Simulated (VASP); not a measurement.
# BAs (F-43m) in VASP: a series of runs, part 2 of 2

VASP 6.6.1.

**4. Single point, HSE06 (strain -0.8%)**

POSCAR

```
BAs
1.0
    0.0000000000      2.3717759166      2.3717759166
    2.3717759166      0.0000000000      2.3717759166
    2.3717759166      2.3717759166      0.0000000000
B As
1 1
Direct
    0.0000000000      0.0000000000      0.0000000000
    0.2500000000      0.2500000000      0.2500000000
```

INCAR.step1

```
PREC     = Accurate       # precision mode
ENCUT    = 520            # plane-wave cutoff, eV
EDIFF    = 1E-5           # SCF threshold, eV
ISMEAR   = 0              # smearing method
SIGMA    = 0.01           # smearing width, eV
LREAL    = F              # projectors in reciprocal space
LASPH    = T              # aspherical terms in the spheres
NELM     = 100            # most SCF steps
ALGO     = Normal         # electronic algorithm
ISIF     = 2              # what is computed and relaxed
LWAVE    = T              # write WAVECAR
LCHARG   = F              # write CHGCAR
NBANDS   = 11             # bands
GGA      = PE             # functional
```

INCAR.step2

```
PREC     = Accurate       # precision mode
ENCUT    = 520            # plane-wave cutoff, eV
EDIFF    = 1E-7           # SCF threshold, eV
ISMEAR   = 0              # smearing method
SIGMA    = 0.01           # smearing width, eV
LREAL    = F              # projectors in reciprocal space
LASPH    = T              # aspherical terms in the spheres
NELM     = 100            # most SCF steps
ALGO     = Normal         # electronic algorithm
ISIF     = 2              # what is computed and relaxed
LWAVE    = F              # write WAVECAR
LCHARG   = F              # write CHGCAR
GGA      = PE             # functional
LHFCALC  = T              # exact exchange
HFSCREEN = 0.2079         # screening, 1/A
PRECFOCK = Normal       
NBANDS   = 11             # bands
ISTART   = 1
```

KPOINTS

```
regular mesh
0
Gamma
  6 6 6
```

Potentials or basis: VASP PAW PBE potentials, release 64 (B, As).

The run is started by

```bash
$ cat potpaw_PBE.64/B/POTCAR potpaw_PBE.64/As/POTCAR > POTCAR
$ cp INCAR.step1 INCAR
$ mpirun -np 1 vasp_std > vasp.out
$ cp INCAR.step2 INCAR
$ mpirun -np 1 vasp_std > vasp.out
```

OUTCAR:

```text
PREC = Accurate
   ENCUT = 520
   EDIFF = 1E-7
   ISMEAR = 0
   LREAL = F
   LASPH = T
   NELM = 100
   ISIF = 2
   GGA = PE
   LHFCALC = T
   HFSCREEN = 0.2079
   PRECFOCK = Normal
   ISTART = 1

 ion  position               nearest neighbor table
   1  0.000  0.000  0.000-   2 2.05   2 2.05   2 2.05   2 2.05
   2  0.250  0.250  0.250-   1 2.05   1 2.05   1 2.05   1 2.05

  LATTYP: Found a face centered cubic cell.
 ALAT       =     4.7435518332

  Lattice vectors:

 A1 = (   0.0000000000,   2.3717759166,   2.3717759166)
 A2 = (   2.3717759166,   0.0000000000,   2.3717759166)
 A3 = (   2.3717759166,   2.3717759166,   0.0000000000)

Analysis of symmetry for initial positions (statically):
=====================================================================
 Subroutine PRICEL returns:
 Original cell was already a primitive cell.

 Routine SETGRP: Setting up the symmetry group for a
 face centered cubic supercell.

 Subroutine GETGRP returns: Found 24 space group operations
 (whereof 24 operations were pure point group operations)
 out of a pool of 48 trial point group operations.

The static configuration has the point symmetry T_d .

Analysis of symmetry for dynamics (positions and initial velocities):
=====================================================================
 Subroutine PRICEL returns:
 Original cell was already a primitive cell.

 Routine SETGRP: Setting up the symmetry group for a
 face centered cubic supercell.

 Subroutine GETGRP returns: Found 24 space group operations
 (whereof 24 operations were pure point group operations)
 out of a pool of 48 trial point group operations.

The dynamic configuration has the point symmetry T_d .

 Subroutine INISYM returns: Found 24 space group operations
 (whereof 24 operations are pure point group operations),
 and found     1 'primitive' translations

----------------------------------------------------------------------------------------

                                     Primitive cell

  volume of cell :      26.6840

  direct lattice vectors                    reciprocal lattice vectors
     0.000000000  2.371775917  2.371775917    -0.210812496  0.210812496  0.210812496
     2.371775917  0.000000000  2.371775917     0.210812496 -0.210812496  0.210812496
     2.371775917  2.371775917  0.000000000     0.210812496  0.210812496 -0.210812496

  length of vectors
     3.354197668  3.354197668  3.354197668     0.365137953  0.365137953  0.365137953

  position of ions in fractional coordinates (direct lattice)
     0.000000000  0.000000000  0.000000000
     0.250000000  0.250000000  0.250000000

  ion indices of the primitive-cell ions
   primitive index   ion index
                 1           1
                 2           2

----------------------------------------------------------------------------------------

 KPOINTS: regular mesh

Automatic generation of k-mesh.
 Grid dimensions read from file:
 generate k-points for:    6    6    6

 Generating k-lattice:

  Cartesian coordinates                     Fractional coordinates (reciprocal lattice)
[... 37 lines left out ...]
   dimension x,y,z NGXF=    56 NGYF=   56 NGZF=   56
   ions per type =               1   1
   NGX,Y,Z   is equivalent  to a cutoff of  13.88, 13.88, 13.88 a.u.
   NGXF,Y,Z  is equivalent  to a cutoff of  27.76, 27.76, 27.76 a.u.
 SYSTEM =  unknown system
   PREC   = accura    normal or accurate (medium, high low for compatibility)
   ISTART =      1    job   : 0-new  1-cont  2-samecut
   ICHARG =      0    charge: 1-file 2-atom 10-const
   ISPIN  =      1    spin polarized calculation?
   LNONCOLLINEAR =      F non collinear calculations
   LSORBIT =      F    spin-orbit coupling
   LASPH  =      T    aspherical Exc in radial PAW
   ENCUT  =  520.0 eV  38.22 Ry    6.18 a.u.   6.24  6.24  6.24*2*pi/ulx,y,z
   NELM   =    100;   NELMIN=  2; NELMDL=  0     # of ELM steps
   EDIFF  = 0.1E-06   stopping-criterion for ELM
   LREAL  =      F    real-space projection
   EDIFFG = 0.1E-05   stopping-criterion for IOM
   NSW    =      0    number of steps for IOM
   IBRION =     -1    ionic relax: 0-MD 1-quasi-New 2-CG
   NFREE  =      0    steps in history (QN), initial steepest desc. (CG)
   ISIF   =      2    stress and relaxation
   ISYM   =      3    0-nonsym 1-usesym 2-fastsym
   POTIM  = 0.5000    time-step for ionic-motion
   TEBEG  =    0.0;   TEEND  =   0.0 temperature during run
   PSTRESS=    0.0 pullay stress
   NELECT =       8.0000    total number of electrons
   NUPDOWN=      -1.0000    fix difference up-down
   EMIN   =  10.00;   EMAX   =-10.00  energy-range for DOS
   EFERMI =   0.00;   METHOD = LEGACY
   ISMEAR =     0;   SIGMA  =   0.01  broadening in eV -4-tet -1-fermi 0-gaus
   EFERMI_NEDOS =   21; number of points for ismear=-14 and -15
   IALGO  =     38    algorithm
   IMIX   =      1    mixing-type and parameters
     AMIX     =   0.40;   BMIX     =  1.00
     AMIX_MAG =   1.60;   BMIX_MAG =  1.00
  volume/ion in A,a.u.               =      13.34        90.04
  Fermi-wavevector in a.u.,A,eV,Ry     =   1.095690  2.070555 16.334302  1.200537
  Thomas-Fermi vector in A             =   2.232019
   LORBIT       =      0    0 simple, 1 ext, 2 COOP (PROOUT), +10 PAW based schemes
   GGA     = PE    functional components
   LHFCALC =     T    Hartree Fock is set to
   PRECFOCK=normal    Normal, Fast or Accurate (Low or Medium for compatibility)
   ENCUT4O =  -1.0   cutoff for four orbital integrals eV
   NKREDX  =     1    reduce k-point grid by
   NKREDY  =     1    reduce k-point grid by
   NKREDZ  =     1    reduce k-point grid by
   AEXX    =    0.2500 exact exchange contribution
   HFSCREEN=    0.2079 screening length (either q_TF or 0.3 A-1)
   HFSCREENC=   0.2079 screening length for correlation (either q_TF or 0.3 A-1)
   ENCUTFOCK=  -1.0 apply spherical cutoff to Coloumb kernel
   IVDW    =     0    specifies the selected vdW correction
   LEPSILON=     F    determine dielectric tensor
   LRPA    =     F    only Hartree local field effects (RPA)
 non-spin polarized calculation
 Gauss-broadening in eV      SIGMA  =   0.01
  energy-cutoff  :      520.00
  volume of cell :       26.68
 maximum number of plane-waves:       745
 NGX is ok and might be reduce to    28
  NGX = 20; NGY = 20; NGZ = 20

 number of electron       8.0000000 magnetization

 Free energy of the ion-electron system (eV)
  ---------------------------------------------------
  ext. energy  EPLUGINS =         0.00000000
  ---------------------------------------------------
  free energy    TOTEN  =       -13.23882677 eV

  energy without entropy =      -13.23882677  energy(sigma->0) =      -13.23882677

 E-fermi :   6.0166     XC(G=0):  -8.8308

 val. band max:        5.9485880126   @ k =   0.0000   0.0000   0.0000
 cond. band min:       7.8777367574   @ k =   0.3333   0.3333   0.0000
 fundamental gap:      1.9291487448
 Fermi energy:         6.0166405033

 k-point     1 :       0.0000    0.0000    0.0000
  band No.  band energies     occupation
      1     -11.2122      2.00000
      2       5.9486      2.00000
      3       5.9486      2.00000
      4       5.9486      2.00000
      5      10.0903      0.00000
      6      10.0903      0.00000
      7      10.0903      0.00000
      8      12.1165      0.00000
      9      16.6867      0.00000
     10      20.0895      0.00000
     11      20.0895      0.00000
[... 197 lines left out ...]
 k-point    16 :      -0.3333    0.5000    0.1667
  band No.  band energies     occupation
      1      -6.2514      2.00000
      2      -3.3004      2.00000
      3       0.2156      2.00000
      4       0.4285      2.00000
      5      10.5489      0.00000
      6      10.8701      0.00000
      7      15.9890      0.00000
      8      16.2332      0.00000
      9      19.9451      0.00000
     10      23.3159      0.00000
     11      23.3721      0.00000

------------------------ aborting loop because EDIFF is reached ----------------------------------------

  FORCE on cell =-STRESS in cart. coord.  units (eV):
  Direction    XX          YY          ZZ          XY          YZ          ZX
  --------------------------------------------------------------------------------------
  -------------------------------------------------------------------------------------
  Total        0.4387612      0.4387612      0.4387612      0.0000000      0.0000000     -0.0000000
  in kB       26.3443741     26.3443741     26.3443741      0.0000000      0.0000000     -0.0000000
  external PRESSURE =      26.3443741 kB  Pullay stress =       0.0000000 kB

 VOLUME and BASIS-vectors are now :
 -----------------------------------------------------------------------------
  energy-cutoff  :      520.00
  volume of cell :       26.68
      direct lattice vectors                 reciprocal lattice vectors
     0.000000000  2.371775917  2.371775917    -0.210812496  0.210812496  0.210812496
     2.371775917  0.000000000  2.371775917     0.210812496 -0.210812496  0.210812496
     2.371775917  2.371775917  0.000000000     0.210812496  0.210812496 -0.210812496

 POSITION                                       TOTAL-FORCE (eV/Angst)
 -----------------------------------------------------------------------------------
      0.00000      0.00000      0.00000        -0.000000      0.000000      0.000000
      1.18589      1.18589      1.18589         0.000000     -0.000000     -0.000000
 -----------------------------------------------------------------------------------
    total drift:                               -0.000000     -0.000000     -0.000000

  FREE ENERGIE OF THE ION-ELECTRON SYSTEM (eV)
  ---------------------------------------------------
  free  energy   TOTEN  =       -13.2388267662 eV

  energy  without entropy=      -13.2388267662  energy(sigma->0) =      -13.23882677
```

Run time: 15 min. Hardware: 1 thread of AMD EPYC 7R43 (Zen 3), shared host; peak memory 0.23 GiB.

What came out:

- Free energy: -13.2388 eV
- Pressure: 2.6 GPa
- Band gap on the k mesh: 1.93 eV, indirect (least direct gap 4.14 eV)

Caveat: the cell differs from its parent crystal (strain -0.8%); the PAW data sets were made with another functional, which shifts forces and pressure a little.

**5. The runs side by side**

| level | k mesh | smearing | grid for exact exchange (PRECFOCK) | screening parameter | gap on the mesh (eV) | pressure (GPa) |
| --- | --- | --- | --- | --- | --- | --- |
| PBE | 10 × 10 × 10 | fermi-dirac 0.02 eV | - | - | 1.15 | 6.6 |
| r2SCAN | 10 × 10 × 10 | gaussian 0.01 eV | - | - | 1.35 | 4.1 |
| HSE06 | 6 × 6 × 6 | gaussian 0.01 eV | Normal | 0.2079 1/Å | 1.93 | 2.6 |

Alike in all rows: task single point; potentials or basis VASP PAW PBE potentials, release 64 (B, As); no spin polarisation; cell as given; cutoff (eV) 520.

Caveats: the PAW data sets were made with another functional, which shifts forces and pressure a little (some runs).

Absolute energies hang on the potentials; compare differences alone.
